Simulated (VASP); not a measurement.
# AlNi3 (Pm-3m) in VASP: further runs

Runs on AlNi3. Level: LDA. Tasks: single point.

Everything below comes from runs of VASP 6.6.1. Logs are shortened: lines on timing, memory, paths and dates and some standing lists are left out, and cuts for length are marked.

### 1 The cell of the first run

It takes space group Pm-3m (No. 221, cubic). Conventional cell: a = 3.434 Å, b = 3.434 Å, c = 3.434 Å, α = 90.00°, β = 90.00°, γ = 90.00°. Within 3.2 Å of Al (site symmetry m-3m) lie 12 Ni at 2.43 Å. Within 3.2 Å of Ni (site symmetry 4/mmm) lie 4 Al at 2.43 Å and 8 Ni at 2.43 Å.

### 2 Single point, LDA, collinear spin, ferromagnetic start (10.12 Å³/atom)

INCAR reads:

```
PREC = Accurate ; ENCUT = 520
EDIFF = 1E-6 ; ISMEAR = 0
SIGMA = 0.05 ; LREAL = F
LASPH = T ; NELM = 150
ALGO = Normal ; ISIF = 2
LWAVE = F ; LCHARG = F
ISPIN = 2 ; MAGMOM = 0 0.23 0.23 0.23
LORBIT = 11 ; LMAXMIX = 4
GGA = CA ; NBANDS = 28
```

KPOINTS reads:

```
Automatic mesh
0
Gamma
  12 12 12
```

POSCAR reads:

```
AlNi3
1.0
    3.4335511219      0.0000000000      0.0000000000
    0.0000000000      3.4335511219      0.0000000000
    0.0000000000      0.0000000000      3.4335511219
Al Ni
1 3
Direct
    0.0000000000      0.0000000000      0.0000000000
    0.0000000000      0.5000000000      0.5000000000
    0.5000000000      0.0000000000      0.5000000000
    0.5000000000      0.5000000000      0.0000000000
```

Potentials or basis: VASP PAW LDA potentials, release 64 (Al, Ni).

Command:

```sh
cat potpaw_LDA.64/Al/POTCAR potpaw_LDA.64/Ni/POTCAR > POTCAR
mpirun -np 1 vasp_std > vasp.out
```

OUTCAR:

```text
PREC = Accurate
   ENCUT = 520
   EDIFF = 1E-6
   ISMEAR = 0
   LREAL = F
   LASPH = T
   NELM = 150
   ISIF = 2
   ISPIN = 2
   LORBIT = 11
   GGA = CA

 ion  position               nearest neighbor table
   1  0.000  0.000  0.000-   2 2.43   3 2.43   4 2.43   2 2.43   3 2.43   2 2.43   4 2.43   2 2.43
                             3 2.43   4 2.43   3 2.43   4 2.43
   2  0.000  0.500  0.500-   1 2.43   3 2.43   4 2.43   1 2.43   4 2.43   1 2.43   3 2.43   1 2.43
                             3 2.43   4 2.43   4 2.43   3 2.43
   3  0.500  0.000  0.500-   1 2.43   2 2.43   4 2.43   1 2.43   4 2.43   2 2.43   4 2.43   4 2.43
                             1 2.43   2 2.43   1 2.43   2 2.43
   4  0.500  0.500  0.000-   1 2.43   2 2.43   3 2.43   2 2.43   3 2.43   1 2.43   3 2.43   3 2.43
                             1 2.43   2 2.43   2 2.43   1 2.43

  LATTYP: Found a simple cubic cell.
 ALAT       =     3.4335511219

  Lattice vectors:

 A1 = (   3.4335511219,   0.0000000000,   0.0000000000)
 A2 = (   0.0000000000,   3.4335511219,   0.0000000000)
 A3 = (   0.0000000000,   0.0000000000,   3.4335511219)

Analysis of symmetry for initial positions (statically):
=====================================================================
 Subroutine PRICEL returns:
 Original cell was already a primitive cell.

 Routine SETGRP: Setting up the symmetry group for a
 simple cubic supercell.

 Subroutine GETGRP returns: Found 48 space group operations
 (whereof 48 operations were pure point group operations)
 out of a pool of 48 trial point group operations.

The static configuration has the point symmetry O_h .

Analysis of symmetry for dynamics (positions and initial velocities):
=====================================================================
 Subroutine PRICEL returns:
 Original cell was already a primitive cell.

 Routine SETGRP: Setting up the symmetry group for a
 simple cubic supercell.

 Subroutine GETGRP returns: Found 48 space group operations
 (whereof 48 operations were pure point group operations)
 out of a pool of 48 trial point group operations.

The dynamic configuration has the point symmetry O_h .

Analysis of structural, dynamic, and magnetic symmetry:
=====================================================================
 Subroutine PRICEL returns:
 Original cell was already a primitive cell.

 Routine SETGRP: Setting up the symmetry group for a
 simple cubic supercell.

 Subroutine GETGRP returns: Found 48 space group operations
 (whereof 48 operations were pure point group operations)
 out of a pool of 48 trial point group operations.

The overall configuration has the point symmetry O_h .

 Subroutine INISYM returns: Found 48 space group operations
 (whereof 48 operations are pure point group operations),
 and found     1 'primitive' translations

----------------------------------------------------------------------------------------

                                     Primitive cell

  volume of cell :      40.4791

  direct lattice vectors                    reciprocal lattice vectors
     3.433551122  0.000000000  0.000000000     0.291243661  0.000000000  0.000000000
     0.000000000  3.433551122  0.000000000     0.000000000  0.291243661  0.000000000
     0.000000000  0.000000000  3.433551122     0.000000000  0.000000000  0.291243661

  length of vectors
     3.433551122  3.433551122  3.433551122     0.291243661  0.291243661  0.291243661

  position of ions in fractional coordinates (direct lattice)
     0.000000000  0.000000000  0.000000000
     0.000000000  0.500000000  0.500000000
     0.500000000  0.000000000  0.500000000
     0.500000000  0.500000000  0.000000000

  ion indices of the primitive-cell ions
   primitive index   ion index
                 1           1
                 2           2
                 3           3
                 4           4

----------------------------------------------------------------------------------------

 KPOINTS: Automatic mesh

Automatic generation of k-mesh.
 Grid dimensions read from file:
 generate k-points for:   12   12   12

 Generating k-lattice:

  Cartesian coordinates                     Fractional coordinates (reciprocal lattice)
     0.024270305  0.000000000  0.000000000     0.083333333  0.000000000  0.000000000
     0.000000000  0.024270305  0.000000000     0.000000000  0.083333333  0.000000000
     0.000000000  0.000000000  0.024270305     0.000000000  0.000000000  0.083333333

  Length of vectors
     0.024270305  0.024270305  0.024270305

  Shift w.r.t. Gamma in fractional coordinates (k-lattice)
     0.000000000  0.000000000  0.000000000

 Subroutine IBZKPT returns following result:
 ===========================================

 Found     84 irreducible k-points:

 Following reciprocal coordinates:
            Coordinates               Weight
  0.000000  0.000000  0.000000      1.000000
  0.083333  0.000000  0.000000      6.000000
  0.166667  0.000000  0.000000      6.000000
  0.250000  0.000000  0.000000      6.000000
  0.333333  0.000000  0.000000      6.000000
  0.416667  0.000000  0.000000      6.000000
[... 16 lines left out ...]
  0.333333  0.333333  0.000000     12.000000
  0.416667  0.333333  0.000000     24.000000
 [... further k-points ...]
   k-points           NKPTS =     84   k-points in BZ     NKDIM =     84   number of bands    NBANDS=     28
   number of dos      NEDOS =    301   number of ions     NIONS =      4
   total plane-waves  NPLWV =  21952
   dimension x,y,z NGX =    28 NGY =   28 NGZ =   28
   dimension x,y,z NGXF=    56 NGYF=   56 NGZF=   56
   ions per type =               1   3
   NGX,Y,Z   is equivalent  to a cutoff of  13.56, 13.56, 13.56 a.u.
   NGXF,Y,Z  is equivalent  to a cutoff of  27.11, 27.11, 27.11 a.u.
 SYSTEM =  unknown system
   PREC   = accura    normal or accurate (medium, high low for compatibility)
   ISTART =      0    job   : 0-new  1-cont  2-samecut
   ICHARG =      2    charge: 1-file 2-atom 10-const
   ISPIN  =      2    spin polarized calculation?
   LNONCOLLINEAR =      F non collinear calculations
   LSORBIT =      F    spin-orbit coupling
   LASPH  =      T    aspherical Exc in radial PAW
   ENCUT  =  520.0 eV  38.22 Ry    6.18 a.u.   6.38  6.38  6.38*2*pi/ulx,y,z
   NELM   =    150;   NELMIN=  2; NELMDL= -5     # of ELM steps
   EDIFF  = 0.1E-05   stopping-criterion for ELM
   LREAL  =      F    real-space projection
   EDIFFG = 0.1E-04   stopping-criterion for IOM
   NSW    =      0    number of steps for IOM
   IBRION =     -1    ionic relax: 0-MD 1-quasi-New 2-CG
   NFREE  =      0    steps in history (QN), initial steepest desc. (CG)
   ISIF   =      2    stress and relaxation
   ISYM   =      2    0-nonsym 1-usesym 2-fastsym
   POTIM  = 0.5000    time-step for ionic-motion
   TEBEG  =    0.0;   TEEND  =   0.0 temperature during run
   PSTRESS=    0.0 pullay stress
   NELECT =      33.0000    total number of electrons
   NUPDOWN=      -1.0000    fix difference up-down
   EMIN   =  10.00;   EMAX   =-10.00  energy-range for DOS
   EFERMI =   0.00;   METHOD = LEGACY
   ISMEAR =     0;   SIGMA  =   0.05  broadening in eV -4-tet -1-fermi 0-gaus
   EFERMI_NEDOS =   21; number of points for ismear=-14 and -15
   IALGO  =     38    algorithm
   IMIX   =      4    mixing-type and parameters
     AMIX     =   0.40;   BMIX     =  1.00
     AMIX_MAG =   1.60;   BMIX_MAG =  1.00
  volume/ion in A,a.u.               =      10.12        68.29
  Fermi-wavevector in a.u.,A,eV,Ry     =   1.529335  2.890024 31.822197  2.338866
  Thomas-Fermi vector in A             =   2.636970
   LORBIT       =     11    0 simple, 1 ext, 2 COOP (PROOUT), +10 PAW based schemes
   GGA     = CA    functional components
   LHFCALC =     F    Hartree Fock is set to
   AEXX    =    0.0000 exact exchange contribution
   IVDW    =     0    specifies the selected vdW correction
   LEPSILON=     F    determine dielectric tensor
   LRPA    =     F    only Hartree local field effects (RPA)
 spin polarized calculation
 Gauss-broadening in eV      SIGMA  =   0.05
  energy-cutoff  :      520.00
  volume of cell :       40.48
 maximum number of plane-waves:      1108
 NGX is ok and might be reduce to    28
   NGX = 13   NGY = 13   NGZ = 13

 number of electron      32.9999979 magnetization       0.0857122

 Free energy of the ion-electron system (eV)
  ---------------------------------------------------
  ext. energy  EPLUGINS =         0.00000000
  ---------------------------------------------------
  free energy    TOTEN  =       -25.77958313 eV

  energy without entropy =      -25.77376695  energy(sigma->0) =      -25.77667504

 E-fermi :  10.7149     XC(G=0): -13.5844

 val. band max:       10.7142762698   @ k =   0.2500   0.1667   0.0000
 cond. band min:      10.7149335048   @ k =   0.2500   0.2500   0.1667
 fundamental gap:      0.0006572350
 Fermi energy:        10.7148878401

 spin component 1

 k-point     1 :       0.0000    0.0000    0.0000
  band No.  band energies     occupation
      1       0.0814      1.00000
      2       5.8412      1.00000
      3       6.6135      1.00000
      4       6.6135      1.00000
      5       7.0502      1.00000
      6       7.0502      1.00000
[... 733 lines left out ...]
     27      25.0246      0.00000
     28      25.5363      0.00000

 [... further k-points ...]

 spin component 2

 k-point     1 :       0.0000    0.0000    0.0000
  band No.  band energies     occupation
      1       0.0810      1.00000
      2       5.8540      1.00000
      3       6.6315      1.00000
      4       6.6315      1.00000
      5       7.0782      1.00000
      6       7.0782      1.00000
[... 733 lines left out ...]
     27      25.0241      0.00000
     28      25.5403      0.00000

 [... further k-points ...]

------------------------ aborting loop because EDIFF is reached ----------------------------------------

  FORCE on cell =-STRESS in cart. coord.  units (eV):
  Direction    XX          YY          ZZ          XY          YZ          ZX
  --------------------------------------------------------------------------------------
  -------------------------------------------------------------------------------------
  Total        2.5352144      2.5352144      2.5352144     -0.0000000      0.0000000     -0.0000000
  in kB      100.3447647    100.3447647    100.3447647     -0.0000000      0.0000000     -0.0000000
  external PRESSURE =     100.3447647 kB  Pullay stress =       0.0000000 kB

 VOLUME and BASIS-vectors are now :
 -----------------------------------------------------------------------------
  energy-cutoff  :      520.00
  volume of cell :       40.48
      direct lattice vectors                 reciprocal lattice vectors
     3.433551122  0.000000000  0.000000000     0.291243661  0.000000000  0.000000000
     0.000000000  3.433551122  0.000000000     0.000000000  0.291243661  0.000000000
     0.000000000  0.000000000  3.433551122     0.000000000  0.000000000  0.291243661

 POSITION                                       TOTAL-FORCE (eV/Angst)
 -----------------------------------------------------------------------------------
      0.00000      0.00000      0.00000         0.000000      0.000000      0.000000
      0.00000      1.71678      1.71678         0.000000      0.000000      0.000000
      1.71678      0.00000      1.71678         0.000000      0.000000      0.000000
      1.71678      1.71678      0.00000         0.000000      0.000000      0.000000
 -----------------------------------------------------------------------------------
    total drift:                                0.000000      0.000000      0.000000

  FREE ENERGIE OF THE ION-ELECTRON SYSTEM (eV)
  ---------------------------------------------------
  free  energy   TOTEN  =       -25.7795831286 eV

  energy  without entropy=      -25.7737669469  energy(sigma->0) =      -25.77667504

 total charge

# of ion       s       p       d       tot
------------------------------------------
    1        0.425   0.444   0.000   0.868
    2        0.546   0.618   8.458   9.623
    3        0.546   0.618   8.458   9.623
    4        0.546   0.618   8.458   9.623
--------------------------------------------------
tot          2.063   2.299  25.375  29.736

 magnetization (x)

# of ion       s       p       d       tot
------------------------------------------
    1       -0.000  -0.001   0.000  -0.001
    2       -0.000  -0.001   0.030   0.029
    3       -0.000  -0.001   0.030   0.029
    4       -0.000  -0.001   0.030   0.029
--------------------------------------------------
tot         -0.001  -0.004   0.090   0.085
```

Run time: 3.5 min. Hardware: 1 thread of AMD EPYC 7R13, shared host; peak memory 0.22 GiB.

What came out:

```
Free energy                                           : -25.7796 eV
Pressure                                              : 10.0 GPa
Net moment                                            : 0.09 μB per cell
Site moments                                          : Al -0.00; Ni +0.03 μB
Valence electrons inside the program's atomic spheres : Al 0.87; Ni 9.62
```

Levels at points of the mesh, in eV from the Fermi level:
Spin up:
```
           k point  band 15  band 16  band 17  band 18  band 19  band 20
(0.00, 0.00, 0.00)     0.20     0.20     0.95     0.95     0.95     7.31
(0.50, 0.00, 0.00)    -1.02    -0.40     0.20     6.02     6.02     6.16
(0.50, 0.50, 0.00)    -0.95    -0.89    -0.53     1.20     1.20     8.77
(0.50, 0.50, 0.50)    -1.07    -0.27    -0.03    -0.03    -0.03     4.22
```
Spin down:
```
           k point  band 15  band 16  band 17  band 18  band 19  band 20
(0.00, 0.00, 0.00)     0.24     0.24     0.95     0.95     0.95     7.32
(0.50, 0.00, 0.00)    -0.99    -0.37     0.24     6.03     6.03     6.17
(0.50, 0.50, 0.00)    -0.92    -0.85    -0.51     1.23     1.23     8.78
(0.50, 0.50, 0.50)    -1.05    -0.27     0.00     0.00     0.00     4.23
```

Caveat: the cell stands under pressure.

### 3 Single point, LDA, collinear spin, ferromagnetic start (10.33 Å³/atom)

This run uses another cell than the first one, of 10.33 Å³/atom.

INCAR reads:

```
PREC = Accurate ; ENCUT = 520
EDIFF = 1E-6 ; ISMEAR = 0
SIGMA = 0.05 ; LREAL = F
LASPH = T ; NELM = 150
ALGO = Fast ; ISIF = 2
LWAVE = F ; LCHARG = F
ISPIN = 2 ; MAGMOM = 0 0.24 0.24 0.24
LORBIT = 11 ; LMAXMIX = 4
NBANDS = 28
```

KPOINTS is that of step 2.

POSCAR reads:

```
AlNi3
1.0
    3.4572315332      0.0000000000      0.0000000000
    0.0000000000      3.4572315332      0.0000000000
    0.0000000000      0.0000000000      3.4572315332
Al Ni
1 3
Direct
    0.0000000000      0.0000000000      0.0000000000
    0.0000000000      0.5000000000      0.5000000000
    0.5000000000      0.0000000000      0.5000000000
    0.5000000000      0.5000000000      0.0000000000
```

Potentials or basis: VASP PAW LDA potentials, release 64 (Al, Ni).

Command:

```sh
cat potpaw_LDA.64/Al/POTCAR potpaw_LDA.64/Ni/POTCAR > POTCAR
mpirun -np 1 vasp_std > vasp.out
```

OUTCAR:

```text
PREC = Accurate
   ENCUT = 520
   EDIFF = 1E-6
   ISMEAR = 0
   LREAL = F
   LASPH = T
   NELM = 150
   ISIF = 2
   ISPIN = 2
   LORBIT = 11

 ion  position               nearest neighbor table
   1  0.000  0.000  0.000-   2 2.44   3 2.44   4 2.44   2 2.44   3 2.44   2 2.44   4 2.44   2 2.44
                             3 2.44   4 2.44   3 2.44   4 2.44
   2  0.000  0.500  0.500-   1 2.44   3 2.44   4 2.44   1 2.44   4 2.44   1 2.44   3 2.44   1 2.44
                             3 2.44   4 2.44   4 2.44   3 2.44
   3  0.500  0.000  0.500-   1 2.44   2 2.44   4 2.44   1 2.44   4 2.44   2 2.44   4 2.44   4 2.44
                             1 2.44   2 2.44   1 2.44   2 2.44
   4  0.500  0.500  0.000-   1 2.44   2 2.44   3 2.44   2 2.44   3 2.44   1 2.44   3 2.44   3 2.44
                             1 2.44   2 2.44   2 2.44   1 2.44

  LATTYP: Found a simple cubic cell.
 ALAT       =     3.4572315332

  Lattice vectors:

[... 1702 lines left out ...]

  FORCE on cell =-STRESS in cart. coord.  units (eV):
  Direction    XX          YY          ZZ          XY          YZ          ZX
  --------------------------------------------------------------------------------------
  -------------------------------------------------------------------------------------
  Total        1.2489614      1.2489614      1.2489614     -0.0000000     -0.0000000      0.0000000
  in kB       48.4255105     48.4255105     48.4255105     -0.0000000     -0.0000000      0.0000000
  external PRESSURE =      48.4255105 kB  Pullay stress =       0.0000000 kB

 VOLUME and BASIS-vectors are now :
 -----------------------------------------------------------------------------
  energy-cutoff  :      520.00
  volume of cell :       41.32
      direct lattice vectors                 reciprocal lattice vectors
     3.457231533  0.000000000  0.000000000     0.289248779  0.000000000  0.000000000
     0.000000000  3.457231533  0.000000000     0.000000000  0.289248779  0.000000000
     0.000000000  0.000000000  3.457231533     0.000000000  0.000000000  0.289248779

 POSITION                                       TOTAL-FORCE (eV/Angst)
 -----------------------------------------------------------------------------------
      0.00000      0.00000      0.00000         0.000000      0.000000      0.000000
      0.00000      1.72862      1.72862         0.000000      0.000000      0.000000
      1.72862      0.00000      1.72862         0.000000      0.000000      0.000000
      1.72862      1.72862      0.00000         0.000000      0.000000      0.000000
 -----------------------------------------------------------------------------------
    total drift:                                0.000000      0.000000      0.000000

  FREE ENERGIE OF THE ION-ELECTRON SYSTEM (eV)
  ---------------------------------------------------
  free  energy   TOTEN  =       -25.8179265388 eV

  energy  without entropy=      -25.8119037667  energy(sigma->0) =      -25.81491515

 total charge

# of ion       s       p       d       tot
------------------------------------------
    1        0.422   0.434   0.000   0.856
    2        0.536   0.597   8.445   9.579
    3        0.536   0.597   8.445   9.579
    4        0.536   0.597   8.445   9.579
--------------------------------------------------
tot          2.030   2.225  25.336  29.591

 magnetization (x)

# of ion       s       p       d       tot
------------------------------------------
    1       -0.000  -0.001   0.000  -0.001
    2       -0.000  -0.001   0.041   0.039
    3       -0.000  -0.001   0.041   0.039
    4       -0.000  -0.001   0.041   0.039
--------------------------------------------------
tot         -0.001  -0.005   0.123   0.116
```

Run time: 4.6 min. Hardware: 1 thread of AMD EPYC 7R13, shared host; peak memory 0.22 GiB.

What came out:

```
Free energy                                           : -25.8179 eV
Pressure                                              : 4.8 GPa
Net moment                                            : 0.11 μB per cell
Site moments                                          : Al -0.00; Ni +0.04 μB
Valence electrons inside the program's atomic spheres : Al 0.86; Ni 9.58
```

Levels at points of the mesh, in eV from the Fermi level:
Spin up:
| k point | band 15 | band 16 | band 17 | band 18 | band 19 | band 20 |
| --- | --- | --- | --- | --- | --- | --- |
| (0.00, 0.00, 0.00) | 0.18 | 0.18 | 0.95 | 0.95 | 0.95 | 7.18 |
| (0.50, 0.00, 0.00) | -1.00 | -0.39 | 0.18 | 5.95 | 5.95 | 6.04 |
| (0.50, 0.50, 0.00) | -0.92 | -0.87 | -0.51 | 1.16 | 1.16 | 8.67 |
| (0.50, 0.50, 0.50) | -1.05 | -0.23 | -0.04 | -0.04 | -0.04 | 4.07 |
Spin down:
| k point | band 15 | band 16 | band 17 | band 18 | band 19 | band 20 |
| --- | --- | --- | --- | --- | --- | --- |
| (0.00, 0.00, 0.00) | 0.24 | 0.24 | 0.95 | 0.95 | 0.95 | 7.20 |
| (0.50, 0.00, 0.00) | -0.96 | -0.36 | 0.24 | 5.96 | 5.96 | 6.05 |
| (0.50, 0.50, 0.00) | -0.89 | -0.82 | -0.49 | 1.20 | 1.20 | 8.68 |
| (0.50, 0.50, 0.50) | -1.02 | -0.23 | 0.01 | 0.01 | 0.01 | 4.08 |

Caveat: the cell stands under pressure.

(Part 1 of 2 ends here.)
